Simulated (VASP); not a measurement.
# BaTiO3 (P4/mmm) in VASP: a series of runs, part 2 of 2

VASP 6.6.1. Earlier steps stand in the parts before.

## 3. Electric field gradients, LDA (zz strain of +2 %)

Input file INCAR:

```
PREC     = Accurate       # precision mode
ENCUT    = 520            # plane-wave cutoff, eV
EDIFF    = 1E-8           # SCF threshold, eV
ISMEAR   = -1             # smearing method
SIGMA    = 0.05           # smearing width, eV
LREAL    = F              # projectors in reciprocal space
LASPH    = T              # aspherical terms in the spheres
NELM     = 100            # most SCF steps
ALGO     = Normal         # electronic algorithm
ISIF     = 2              # what is computed and relaxed
LWAVE    = F              # write WAVECAR
LCHARG   = F              # write CHGCAR
LEFG     = T            
NBANDS   = 28             # bands
```

Input file KPOINTS:

```
regular mesh
0
Gamma
  8 8 8
```

Input file POSCAR:

```
BaTiO3
1.0
    4.0073000000      0.0000000000      0.0000000000
    0.0000000000      4.0073000000      0.0000000000
    0.0000000000      0.0000000000      4.0874460000
Ba Ti O
1 1 3
Direct
    0.5000000000      0.5000000000      0.5000000000
    0.0000000000      0.0000000000      0.0000000000
    0.5000000000      0.0000000000      0.0000000000
    0.0000000000      0.5000000000      0.0000000000
    0.0000000000      0.0000000000      0.5000000000
```

Potentials or basis: VASP PAW LDA potentials, release 64 (Ba_sv, Ti_sv, O).

Run with:

```sh
cat potpaw_LDA.64/Ba_sv/POTCAR potpaw_LDA.64/Ti_sv/POTCAR potpaw_LDA.64/O/POTCAR > POTCAR
mpirun -np 1 vasp_std > vasp.out
```

OUTCAR:

```text
PREC = Accurate
   ENCUT = 520
   EDIFF = 1E-8
   ISMEAR = -1
   LREAL = F
   LASPH = T
   NELM = 100
   ISIF = 2

 ion  position               nearest neighbor table
   1  0.500  0.500  0.500-   5 2.83   5 2.83   5 2.83   5 2.83   4 2.86   3 2.86   4 2.86   3 2.86
                             4 2.86   3 2.86   4 2.86   3 2.86   2 3.49   2 3.49   2 3.49   2 3.49
   2  0.000  0.000  0.000-   3 2.00   4 2.00   4 2.00   3 2.00   5 2.04   5 2.04   1 3.49   1 3.49
                             1 3.49   1 3.49   1 3.49   1 3.49   1 3.49   1 3.49
   3  0.500  0.000  0.000-   2 2.00   2 2.00   1 2.86   1 2.86   1 2.86   1 2.86
   4  0.000  0.500  0.000-   2 2.00   2 2.00   1 2.86   1 2.86   1 2.86   1 2.86
   5  0.000  0.000  0.500-   2 2.04   2 2.04   1 2.83   1 2.83   1 2.83   1 2.83

  LATTYP: Found a simple tetragonal cell.
 ALAT       =     4.0073000000
[... 982 lines left out ...]
   3      20.255   -13.447    -6.808     0.000     0.000    -0.000
   4     -13.447    20.255    -6.808    -0.000     0.000     0.000
   5     -14.826   -14.826    29.651    -0.000    -0.000    -0.000
---------------------------------------------------------------------

 Electric field gradients after diagonalization (V/A^2)
 (convention: |V_zz| > |V_xx| > |V_yy|)
----------------------------------------------------------------------
 ion       V_xx      V_yy      V_zz     asymmetry (V_yy - V_xx)/ V_zz
----------------------------------------------------------------------
   1      -2.052    -2.052     4.104       0.000
   2      -8.642    -8.642    17.284       0.000
   3     -13.447    -6.808    20.255       0.328
   4     -13.447    -6.808    20.255       0.328
   5     -14.826   -14.826    29.651       0.000
----------------------------------------------------------------------

           NMR quadrupolar parameters

 Cq : quadrupolar parameter    Cq=e*Q*V_zz/h
 eta: asymmetry parameters     (V_yy - V_xx)/ V_zz
 Q  : nuclear electric quadrupole moment in mb (millibarn)
----------------------------------------------------------------------
 ion       Cq(MHz)       eta       Q (mb)
----------------------------------------------------------------------
   1       0.010       0.000       1.000
   2       0.042       0.000       1.000
   3       0.049       0.328       1.000
   4       0.049       0.328       1.000
   5       0.072       0.000       1.000
----------------------------------------------------------------------
```

Wall time 2.2 min (1 thread of Intel Xeon Platinum 8488C (Sapphire Rapids), shared host); peak memory 0.25 GiB.

Results:

| Property | Result |
| --- | --- |
| Free energy | -44.0158 eV |
| Pressure | -10.4 GPa |
| Band gap on the k mesh | 1.57 eV (least direct gap 1.76 eV) |
| Largest electric field gradient by atom | Ba +4.1; Ti +17.3; O +20.3, +29.7 (each value once) V/Å² |

Levels at points of the mesh, in eV from the valence-band top:
| k point | band 17 | band 18 | band 19 | band 20 | band 21 | band 22 | band 23 | band 24 |
| --- | --- | --- | --- | --- | --- | --- | --- | --- |
| (0.00, 0.00, 0.00) | -1.08 | -0.21 | -0.18 | -0.18 | 1.57 | 1.57 | 1.61 | 3.68 |
| (0.50, 0.00, 0.00) | -1.93 | -1.92 | -0.77 | -0.74 | 1.74 | 3.37 | 3.37 | 3.72 |
| (0.50, 0.50, 0.00) | -1.76 | -0.80 | -0.80 | -0.08 | 3.37 | 3.37 | 3.79 | 4.45 |
| (0.00, 0.00, 0.50) | -1.72 | -1.72 | -0.74 | -0.74 | 1.75 | 3.21 | 3.21 | 3.84 |
| (0.50, 0.00, 0.50) | -1.78 | -0.97 | -0.96 | -0.14 | 3.22 | 3.38 | 3.69 | 4.64 |
| (0.50, 0.50, 0.50) | -2.40 | -0.04 | -0.04 | 0.00 | 3.95 | 3.95 | 4.03 | 6.48 |

Electric field gradients, principal values (V/Å²):
```csv
atom,least,middle,greatest (by size)
1 Ba,-2.052,-2.052,4.104
2 Ti,-8.642,-8.642,17.284
3 O,-6.808,-13.447,20.255
4 O,-6.808,-13.447,20.255
5 O,-14.826,-14.826,29.651
```

Caveat: the cell differs from its parent crystal (zz strain of +2 %); the cell stands under tension; without QUAD_EFG the Cq values of the log hold for a quadrupole moment of 1 mb, not for the nuclei; spin-orbit coupling is left out, which moves the levels of the heavy elements. A k mesh can miss the band edges.
